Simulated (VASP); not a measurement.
Write the native input for VASP 6.6.1 that does the following.

```yaml
Task: single point
Functional: PBEsol
Potentials_or_basis: VASP PAW PBE potentials, release 64 (K_sv)
Cutoff: 520 eV
k_mesh: 11 × 11 × 11
Occupations: fermi-dirac, width 0.1 eV
Spin: no spin polarisation
Dipole_correction: no
Further_INCAR_settings: ALGO = Normal; EDIFF = 1e-07; NBANDS = 10
```

The structure of K lies in POSCAR:

```
K
1.0
    0.0000000000      3.1779522832      3.1779522832
    3.1779522832      0.0000000000      3.1779522832
    3.1779522832      3.1779522832      0.0000000000
K
1
Direct
    0.0000000000      0.0000000000      0.0000000000
```

This cell differs from its parent crystal: volume scaled by 0.9.

One way to write it, as run:

INCAR

```
SYSTEM = K
PREC = Accurate
ENCUT = 520
EDIFF = 1E-7
ISMEAR = -1
SIGMA = 0.1
LREAL = .FALSE.
LASPH = .TRUE.
NELM = 60
ALGO = Normal
ISIF = 2
LWAVE = .FALSE.
LCHARG = .FALSE.
GGA = PS
NBANDS = 10
```

KPOINTS

```
Automatic mesh
0
G
  11 11 11
  0 0 0
```

Potentials or basis: VASP PAW PBE potentials, release 64 (K_sv).

Command:

```sh
$ cat potpaw_PBE.64/K_sv/POTCAR > POTCAR
$ mpirun -np 1 vasp_std > vasp.out
```

It gave:

```json
{
  "Pressure": "0.5 GPa"
}
```

Caveat: the PAW data sets were made with another functional, which shifts forces and pressure a little.

It took 25 s on 1 thread of Intel(R) Xeon(R) Platinum 8488C (Sapphire Rapids) (shared host), peak memory 0.21 GiB.
